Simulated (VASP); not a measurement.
Runs of VASP 6.6.1 on PbW. The structure is that of space group Fm-3m (No. 225), or close to it. The cells are those of the table. 

| task | cell | k mesh | cutoff (eV) | gap on the mesh (eV) | pressure (GPa) | relaxed volume (Å³/atom) |
| --- | --- | --- | --- | --- | --- | --- |
| single point | a = 4.068 Å, angles 60.0°, 2 atoms | 6 × 6 × 6 | 520 | none | (a) | - |
| single point | a = 4.009 Å, angles 60.0°, 2 atoms | 6 × 6 × 6 | 520 | none | 0.1 | - |
| relaxation of cell and atoms | relaxed from a = 4.068 Å, angles 60.0°, 2 atoms | 6 × 6 × 6 | 600 | none | 0.0 | 22.82 |
| single point | a = 4.012 Å, angles 60.0°, 2 atoms | 16 × 16 × 16 | 520 | none | 0.1 | - |
| relaxation of cell and atoms | relaxed from a = 4.009 Å, angles 60.0°, 2 atoms | 16 × 16 × 16 | 600 | none | 0.0 | 22.85 |

Alike in all rows: level PBE; potentials or basis VASP PAW PBE potentials, release 64 (Pb_d, W_sv); no spin polarisation; smearing gaussian 0.1 eV.

Q: Fill in the values left out.

A: (a) -4.4.

Caveats: spin-orbit coupling is left out, which moves the levels of the heavy elements; the cell stands under tension (at least some runs).

A k mesh can miss the band edges, and the runs leave out spin-orbit coupling on Pb, W.

A gap of «none» marks levels without a gap at the run's occupations.
